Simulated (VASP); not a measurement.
# TiCo (Pm-3m) in VASP: single point with PBE

Aim: the single point of TiCo with PBE.

Program: VASP 6.6.1. These are calculated values, not measurements. Logs are shortened: lines on timing, memory, paths and dates and some standing lists are left out, and cuts for length are marked.

## (1) The cell of the first run

It takes space group Pm-3m (No. 221, cubic). Conventional cell: a = 2.986 Å, b = 2.986 Å, c = 2.986 Å, α = 90.00°, β = 90.00°, γ = 90.00°. Ti (site symmetry m-3m) has 8 Co at 2.59 Å and 6 Ti at 2.99 Å within 3.4 Å. Co (site symmetry m-3m) has 8 Ti at 2.59 Å and 6 Co at 2.99 Å within 3.4 Å.

## (2) Single point, PBE, collinear spin, antiferromagnetic start

INCAR

```
  ALGO = Normal
  EDIFF = 1E-7
  ENCUT = 520
  GGA = PE
  ISIF = 2
  ISMEAR = -1
  ISPIN = 2
  LASPH = True
  LCHARG = False
  LMAXMIX = 4
  LORBIT = 11
  LREAL = False
  LWAVE = False
  MAGMOM = 0 0 1 -1
  NBANDS = 33
  NELM = 150
  PREC = Accurate
  SIGMA = 0.03
```

KPOINTS

```
k-points
0
Gamma
  8 12 8
```

POSCAR

```
TiCo
1.0
    0.0000000000      2.9861109900      2.9861109900
    2.9861109900      0.0000000000      0.0000000000
    0.0000000000      2.9861109900     -2.9861109900
Ti Co
2 2
Direct
    0.0000000000      0.0000000000      0.0000000000
    0.5000000000      0.0000000000      0.5000000000
    0.5000000000      0.5000000000      0.0000000000
    0.0000000000      0.5000000000      0.5000000000
```

Potentials or basis: VASP PAW PBE potentials, release 64 (Ti_sv, Co).

The run is started by

```console
$ cat potpaw_PBE.64/Ti_sv/POTCAR potpaw_PBE.64/Co/POTCAR > POTCAR
$ mpirun -np 1 vasp_std > vasp.out
```

OUTCAR:

```text
EDIFF = 1E-7
   ENCUT = 520
   GGA = PE
   ISIF = 2
   ISMEAR = -1
   ISPIN = 2
   LASPH = True
   LORBIT = 11
   LREAL = False
   NELM = 150
   PREC = Accurate

 ion  position               nearest neighbor table
   1  0.000  0.000  0.000-   3 2.59   4 2.59   4 2.59   3 2.59   4 2.59   4 2.59   3 2.59   3 2.59

   2  0.500  0.000  0.500-   3 2.59   4 2.59   3 2.59   3 2.59   4 2.59   3 2.59   4 2.59   4 2.59

   3  0.500  0.500  0.000-   1 2.59   2 2.59   2 2.59   1 2.59   2 2.59   2 2.59   1 2.59   1 2.59
                             4 2.99   4 2.99   4 2.99   4 2.99
   4  0.000  0.500  0.500-   1 2.59   2 2.59   1 2.59   1 2.59   2 2.59   1 2.59   2 2.59   2 2.59
                             3 2.99   3 2.99   3 2.99   3 2.99

  LATTYP: Found a simple tetragonal cell.
 ALAT       =     4.2229986608
 C/A-ratio  =     0.7071067812

  Lattice vectors:

 A1 = (   0.0000000000,  -2.9861109900,  -2.9861109900)
 A2 = (   0.0000000000,   2.9861109900,  -2.9861109900)
 A3 = (   2.9861109900,   0.0000000000,   0.0000000000)

Analysis of symmetry for initial positions (statically):
=====================================================================
 Subroutine PRICEL returns following result:

  LATTYP: Found a simple cubic cell.
 ALAT       =     2.9861109900

  Lattice vectors:

 A1 = (   0.0000000000,   0.0000000000,   2.9861109900)
 A2 = (   2.9861109900,   0.0000000000,   0.0000000000)
 A3 = (   0.0000000000,   2.9861109900,   0.0000000000)

   2 primitive cells build up your supercell.

 Routine SETGRP: Setting up the symmetry group for a
 simple tetragonal supercell.

 Subroutine GETGRP returns: Found 16 space group operations
 (whereof 16 operations were pure point group operations)
 out of a pool of 16 trial point group operations.

The static configuration has the point symmetry D_4h.

Analysis of symmetry for dynamics (positions and initial velocities):
=====================================================================
 Subroutine PRICEL returns following result:

  LATTYP: Found a simple cubic cell.
 ALAT       =     2.9861109900

  Lattice vectors:

 A1 = (   0.0000000000,   0.0000000000,   2.9861109900)
 A2 = (   2.9861109900,   0.0000000000,   0.0000000000)
 A3 = (   0.0000000000,   2.9861109900,   0.0000000000)

   2 primitive cells build up your supercell.

 Routine SETGRP: Setting up the symmetry group for a
 simple tetragonal supercell.

 Subroutine GETGRP returns: Found 16 space group operations
 (whereof 16 operations were pure point group operations)
 out of a pool of 16 trial point group operations.

The dynamic configuration has the point symmetry D_4h.

Analysis of structural, dynamic, and magnetic symmetry:
=====================================================================
 Subroutine PRICEL returns following result:

  LATTYP: Found a simple cubic cell.
 ALAT       =     2.9861109900

  Lattice vectors:

 A1 = (   0.0000000000,   0.0000000000,   2.9861109900)
 A2 = (   2.9861109900,   0.0000000000,   0.0000000000)
 A3 = (   0.0000000000,   2.9861109900,   0.0000000000)

   2 primitive cells build up your supercell.

 Routine SETGRP: Setting up the symmetry group for a
 simple tetragonal supercell.

 Subroutine GETGRP returns: Found 16 space group operations
 (whereof 16 operations were pure point group operations)
 out of a pool of 16 trial point group operations.

The overall configuration has the point symmetry D_4h.

 Subroutine INISYM returns: Found 16 space group operations
 (whereof 16 operations are pure point group operations),
 and found     2 'primitive' translations

----------------------------------------------------------------------------------------

                                     Primitive cell

  volume of cell :      26.6267

  direct lattice vectors                    reciprocal lattice vectors
     0.000000000  0.000000000  2.986110990     0.000000000  0.000000000  0.334883735
     2.986110990  0.000000000  0.000000000     0.334883735  0.000000000  0.000000000
     0.000000000  2.986110990  0.000000000     0.000000000  0.334883735  0.000000000

  length of vectors
     2.986110990  2.986110990  2.986110990     0.334883735  0.334883735  0.334883735

  position of ions in fractional coordinates (direct lattice)
     0.000000000  0.000000000  0.000000000
     0.500000000  0.500000000  0.500000000

  ion indices of the primitive-cell ions
   primitive index   ion index
                 1           1
                 2           3

----------------------------------------------------------------------------------------

 KPOINTS: k-points

Automatic generation of k-mesh.
 Grid dimensions read from file:
 generate k-points for:    8   12    8

 Generating k-lattice:

  Cartesian coordinates                     Fractional coordinates (reciprocal lattice)
     0.000000000  0.020930233  0.020930233     0.125000000  0.000000000  0.000000000
     0.027906978  0.000000000  0.000000000     0.000000000  0.083333333  0.000000000
     0.000000000  0.020930233 -0.020930233     0.000000000  0.000000000  0.125000000

  Length of vectors
     0.029599820  0.027906978  0.029599820

  Shift w.r.t. Gamma in fractional coordinates (k-lattice)
     0.000000000  0.000000000  0.000000000

 Subroutine IBZKPT returns following result:
 ===========================================

 Found    105 irreducible k-points:

 Following reciprocal coordinates:
            Coordinates               Weight
  0.000000  0.000000  0.000000      1.000000
  0.125000  0.000000  0.000000      4.000000
  0.250000  0.000000  0.000000      4.000000
  0.375000  0.000000  0.000000      4.000000
  0.500000  0.000000  0.000000      2.000000
  0.000000  0.083333  0.000000      2.000000
[... 16 lines left out ...]
  0.250000  0.333333  0.000000      8.000000
  0.375000  0.333333  0.000000      8.000000
 [... further k-points ...]
   k-points           NKPTS =    105   k-points in BZ     NKDIM =    105   number of bands    NBANDS=     33
   number of dos      NEDOS =    301   number of ions     NIONS =      4
   total plane-waves  NPLWV =  24576
   dimension x,y,z NGX =    32 NGY =   24 NGZ =   32
   dimension x,y,z NGXF=    64 NGYF=   48 NGZF=   64
   ions per type =               2   2
   NGX,Y,Z   is equivalent  to a cutoff of  12.60, 13.36, 12.60 a.u.
   NGXF,Y,Z  is equivalent  to a cutoff of  25.19, 26.72, 25.19 a.u.
 SYSTEM =  unknown system
   PREC   = accura    normal or accurate (medium, high low for compatibility)
   ISTART =      0    job   : 0-new  1-cont  2-samecut
   ICHARG =      2    charge: 1-file 2-atom 10-const
   ISPIN  =      2    spin polarized calculation?
   LNONCOLLINEAR =      F non collinear calculations
   LSORBIT =      F    spin-orbit coupling
   LASPH  =      T    aspherical Exc in radial PAW
   ENCUT  =  520.0 eV  38.22 Ry    6.18 a.u.   7.85  5.55  7.85*2*pi/ulx,y,z
   NELM   =    150;   NELMIN=  2; NELMDL= -5     # of ELM steps
   EDIFF  = 0.1E-06   stopping-criterion for ELM
   LREAL  =      F    real-space projection
   EDIFFG = 0.1E-05   stopping-criterion for IOM
   NSW    =      0    number of steps for IOM
   IBRION =     -1    ionic relax: 0-MD 1-quasi-New 2-CG
   NFREE  =      0    steps in history (QN), initial steepest desc. (CG)
   ISIF   =      2    stress and relaxation
   ISYM   =      2    0-nonsym 1-usesym 2-fastsym
   POTIM  = 0.5000    time-step for ionic-motion
   TEBEG  =    0.0;   TEEND  =   0.0 temperature during run
   PSTRESS=    0.0 pullay stress
   NELECT =      42.0000    total number of electrons
   NUPDOWN=      -1.0000    fix difference up-down
   EMIN   =  10.00;   EMAX   =-10.00  energy-range for DOS
   EFERMI =   0.00;   METHOD = LEGACY
   ISMEAR =    -1;   SIGMA  =   0.03  broadening in eV -4-tet -1-fermi 0-gaus
   EFERMI_NEDOS =   21; number of points for ismear=-14 and -15
   IALGO  =     38    algorithm
   IMIX   =      4    mixing-type and parameters
     AMIX     =   0.40;   BMIX     =  1.00
     AMIX_MAG =   1.60;   BMIX_MAG =  1.00
  volume/ion in A,a.u.               =      13.31        89.84
  Fermi-wavevector in a.u.,A,eV,Ry     =   1.512546  2.858298 31.127355  2.287796
  Thomas-Fermi vector in A             =   2.622456
   LORBIT       =     11    0 simple, 1 ext, 2 COOP (PROOUT), +10 PAW based schemes
   GGA     = PE    functional components
   LHFCALC =     F    Hartree Fock is set to
   AEXX    =    0.0000 exact exchange contribution
   IVDW    =     0    specifies the selected vdW correction
   LEPSILON=     F    determine dielectric tensor
   LRPA    =     F    only Hartree local field effects (RPA)
 spin polarized calculation
  energy-cutoff  :      520.00
  volume of cell :       53.25
 maximum number of plane-waves:      1459
 NGX is ok and might be reduce to    32
   NGX = 15   NGY = 11   NGZ = 15

 number of electron      41.9999971 magnetization       0.0000000

 number of electron      41.9999971 magnetization      -0.0000000

 Free energy of the ion-electron system (eV)
  ---------------------------------------------------
  ext. energy  EPLUGINS =         0.00000000
  ---------------------------------------------------
  free energy    TOTEN  =       -31.30111572 eV

  energy without entropy =      -31.28798521  energy(sigma->0) =      -31.29455047

 E-fermi :   9.8910     XC(G=0): -12.5735

 val. band max:        9.8798197134   @ k =   0.3750   0.5000   0.2500
 cond. band min:       9.8923433257   @ k =   0.3750   0.0000   0.3750
 fundamental gap:      0.0125236123
 Fermi energy:         9.8909536071

 spin component 1

 k-point     1 :       0.0000    0.0000    0.0000
  band No.  band energies     occupation
      1     -47.2642      1.00000
      2     -47.2039      1.00000
      3     -23.6087      1.00000
      4     -23.6087      1.00000
      5     -23.3566      1.00000
      6     -23.3566      1.00000
[... 25 lines left out ...]
     32      18.2111      0.00000
     33      18.7544      0.00000

 k-point     2 :       0.1250    0.0000    0.0000
  band No.  band energies     occupation
      1     -47.2618      1.00000
      2     -47.2060      1.00000
      3     -23.6012      1.00000
      4     -23.5993      1.00000
      5     -23.3683      1.00000
      6     -23.3663      1.00000
[... 25 lines left out ...]
     32      18.3306      0.00000
     33      18.5709      0.00000
[... 754 lines left out ...]
     32      17.1081      0.00000
     33      18.0261      0.00000

 k-point    24 :       0.3750    0.3333    0.0000
  band No.  band energies     occupation
      1     -47.2224      1.00000
      2     -47.2000      1.00000
      3     -23.5565      1.00000
      4     -23.5304      1.00000
      5     -23.5153      1.00000
      6     -23.5124      1.00000
[... 25 lines left out ...]
     32      17.3372      0.00000
     33      17.9200      0.00000

 [... further k-points ...]

 spin component 2

 k-point     1 :       0.0000    0.0000    0.0000
  band No.  band energies     occupation
      1     -47.2642      1.00000
      2     -47.2039      1.00000
      3     -23.6087      1.00000
      4     -23.6087      1.00000
      5     -23.3566      1.00000
      6     -23.3566      1.00000
[... 25 lines left out ...]
     32      18.2111      0.00000
     33      18.7627      0.00000

 k-point     2 :       0.1250    0.0000    0.0000
  band No.  band energies     occupation
      1     -47.2618      1.00000
      2     -47.2060      1.00000
      3     -23.6012      1.00000
      4     -23.5993      1.00000
      5     -23.3683      1.00000
      6     -23.3663      1.00000
[... 25 lines left out ...]
     32      18.3306      0.00000
     33      18.5706      0.00000
[... 754 lines left out ...]
     32      17.1081      0.00000
     33      18.0261      0.00000

 k-point    24 :       0.3750    0.3333    0.0000
  band No.  band energies     occupation
      1     -47.2224      1.00000
      2     -47.2000      1.00000
      3     -23.5565      1.00000
      4     -23.5304      1.00000
      5     -23.5153      1.00000
      6     -23.5124      1.00000
[... 25 lines left out ...]
     32      17.3372      0.00000
     33      17.9200      0.00000

 [... further k-points ...]
[... 5 lines left out ...]
  --------------------------------------------------------------------------------------
  -------------------------------------------------------------------------------------
  Total       -1.0159655     -0.3104731     -0.3104731      0.0000000      0.0000000     -0.0000000
  in kB      -30.5662191     -9.3408577     -9.3408577      0.0000000      0.0000000     -0.0000000
  external PRESSURE =     -16.4159781 kB  Pullay stress =       0.0000000 kB

 VOLUME and BASIS-vectors are now :
 -----------------------------------------------------------------------------
  energy-cutoff  :      520.00
  volume of cell :       53.25
      direct lattice vectors                 reciprocal lattice vectors
     0.000000000  2.986110990  2.986110990     0.000000000  0.167441867  0.167441867
     2.986110990  0.000000000  0.000000000     0.334883735  0.000000000  0.000000000
     0.000000000  2.986110990 -2.986110990     0.000000000  0.167441867 -0.167441867

 POSITION                                       TOTAL-FORCE (eV/Angst)
 -----------------------------------------------------------------------------------
      0.00000      0.00000      0.00000        -0.000000      0.000000      0.000000
      0.00000      2.98611      0.00000        -0.000000     -0.000000     -0.000000
      1.49306      1.49306      1.49306        -0.000000      0.000000      0.000000
      1.49306      1.49306     -1.49306         0.000000      0.000000     -0.000000
 -----------------------------------------------------------------------------------
    total drift:                               -0.000000     -0.000000      0.000000

  FREE ENERGIE OF THE ION-ELECTRON SYSTEM (eV)
  ---------------------------------------------------
  free  energy   TOTEN  =       -31.3011157240 eV

  energy  without entropy=      -31.2879852085  energy(sigma->0) =      -31.29455047

 total charge

# of ion       s       p       d       tot
------------------------------------------
    1        2.247   6.179   1.857  10.282
    2        2.247   6.179   1.857  10.282
    3        0.522   0.449   7.326   8.298
    4        0.522   0.449   7.326   8.298
--------------------------------------------------
tot          5.538  13.256  18.367  37.160

 magnetization (x)

# of ion       s       p       d       tot
------------------------------------------
    1        0.000   0.000   0.000   0.000
    2        0.000   0.000   0.000   0.000
    3       -0.000   0.006   0.685   0.691
    4        0.000  -0.006  -0.685  -0.691
--------------------------------------------------
tot          0.000   0.000   0.000   0.000
```

Run time: 6.6 min. Hardware: 1 thread of Intel Xeon 8259CL, shared host; peak memory 0.38 GiB.

What came out:

```yaml
Free_energy: -31.3011 eV
Pressure: -1.6 GPa
Band_gap_on_the_k_mesh: zero (filled and empty bands overlap)
Net_moment: 0.00 μB per cell
Site_moments: Ti +0.00; Co +0.69, -0.69 μB
Valence_electrons_inside_the_program's_atomic_spheres: Ti 10.28; Co 8.30
```

Levels at points of the mesh, in eV from the Fermi level:
Spin up:
| k point | band 18 | band 19 | band 20 | band 21 | band 22 | band 23 | band 24 | band 25 |
| --- | --- | --- | --- | --- | --- | --- | --- | --- |
| (0.00, 0.00, 0.00) | -1.47 | -0.66 | -0.25 | 0.66 | 0.66 | 0.86 | 0.88 | 1.23 |
| (0.50, 0.00, 0.00) | -1.63 | -1.50 | -1.20 | 0.29 | 0.68 | 0.71 | 0.72 | 0.77 |
| (0.00, 0.50, 0.00) | -1.55 | -1.55 | -1.04 | -0.90 | -0.74 | -0.48 | 0.35 | 0.68 |
| (0.50, 0.50, 0.00) | -1.85 | -1.46 | -1.39 | -0.78 | 0.15 | 0.19 | 0.58 | 1.21 |
| (0.50, 0.00, 0.50) | -1.33 | -1.01 | -1.01 | -0.74 | -0.74 | -0.04 | 0.31 | 0.66 |
| (0.50, 0.50, 0.50) | -0.71 | 0.06 | 0.16 | 0.64 | 0.65 | 0.67 | 0.67 | 1.22 |
Spin down:
```
           k point  band 17  band 18  band 19  band 20  band 21  band 22  band 23  band 24  band 25  band 26
(0.00, 0.00, 0.00)    -1.47    -1.47    -0.66    -0.25     0.66     0.66     0.86     0.88     1.23     2.57
(0.50, 0.00, 0.00)    -1.79    -1.63    -1.50    -1.20     0.29     0.68     0.71     0.72     0.77     1.08
(0.00, 0.50, 0.00)    -2.05    -1.55    -1.55    -1.04    -0.90    -0.74    -0.48     0.35     0.68     0.68
(0.50, 0.50, 0.00)    -2.17    -1.85    -1.46    -1.39    -0.78     0.15     0.19     0.58     1.21     1.30
(0.50, 0.00, 0.50)    -1.67    -1.33    -1.01    -1.01    -0.74    -0.74    -0.04     0.31     0.66     0.68
(0.50, 0.50, 0.50)    -1.11    -0.71     0.06     0.16     0.64     0.65     0.67     0.67     1.22     1.22
```
